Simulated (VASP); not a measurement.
In3GaAs4: single point with r2SCAN

In3GaAs4:

```
Ga As In
1.0
     4.19426    0.00000    0.00000
     0.00000    4.19426    0.00000
     0.00000    0.00000   11.90759
Ga As In
1 4 3
Direct
  0.00000 0.00000 0.00000
  0.00000 0.50000 0.11102
  0.50000 0.00000 0.37057
  0.00000 0.50000 0.62943
  0.50000 0.00000 0.88898
  0.50000 0.50000 0.24123
  0.00000 0.00000 0.50000
  0.50000 0.50000 0.75877
```

* Program: VASP 6.6.1
* Task: single point
* Functional: r2SCAN
* Potentials or basis: VASP PAW PBE potentials, release 64 (Ga_d, As, In_d)
* Cutoff: 520 eV
* k mesh: 6 × 6 × 2
* Occupations: fermi-dirac, width 0.02 eV
* Spin: no spin polarisation

* Pressure: 2.0 GPa
* Largest force: 0.028 eV/Å
* Band gap on the k mesh: 0.33 eV

Forces in eV/Å, atoms in the order of the input:
```
Ga   0.000  0.000  0.000
As   0.000  0.000 -0.028
As   0.000  0.000  0.002
As   0.000  0.000 -0.002
As   0.000  0.000  0.028
In   0.000  0.000 -0.001
In   0.000  0.000  0.000
In   0.000  0.000  0.001
```

Levels at points of the mesh, in eV from the valence-band top:
| k point | band 32 | band 33 | band 34 | band 35 | band 36 | band 37 | band 38 | band 39 | band 40 | band 41 |
| --- | --- | --- | --- | --- | --- | --- | --- | --- | --- | --- |
| (0.00, 0.00, 0.00) | -1.40 | -1.40 | -0.10 | 0.00 | 0.00 | 0.33 | 1.73 | 1.93 | 2.48 | 2.71 |
| (0.50, 0.00, 0.00) | -1.10 | -1.09 | -1.01 | -0.94 | -0.92 | 1.05 | 1.43 | 2.71 | 3.28 | 4.87 |
| (0.50, 0.50, 0.00) | -3.12 | -2.61 | -2.53 | -2.53 | -2.44 | 1.76 | 1.76 | 2.15 | 2.29 | 4.66 |
| (0.00, 0.00, 0.50) | -1.91 | -0.67 | -0.67 | -0.47 | -0.47 | 1.62 | 1.70 | 2.24 | 2.30 | 2.52 |
| (0.50, 0.00, 0.50) | -2.01 | -1.65 | -1.00 | -0.94 | -0.94 | 1.72 | 2.37 | 2.45 | 2.52 | 4.66 |
| (0.50, 0.50, 0.50) | -2.90 | -2.87 | -2.80 | -2.80 | -2.75 | 2.70 | 2.70 | 2.81 | 2.81 | 3.04 |

It took 6.6 min on 1 thread of Intel(R) Xeon(R) 6975P-C (Granite Rapids) (shared host), peak memory 0.43 GiB.

Caveat: the PAW data sets were made with another functional, which shifts forces and pressure a little; spin-orbit coupling is left out, which moves the levels of the heavy elements.
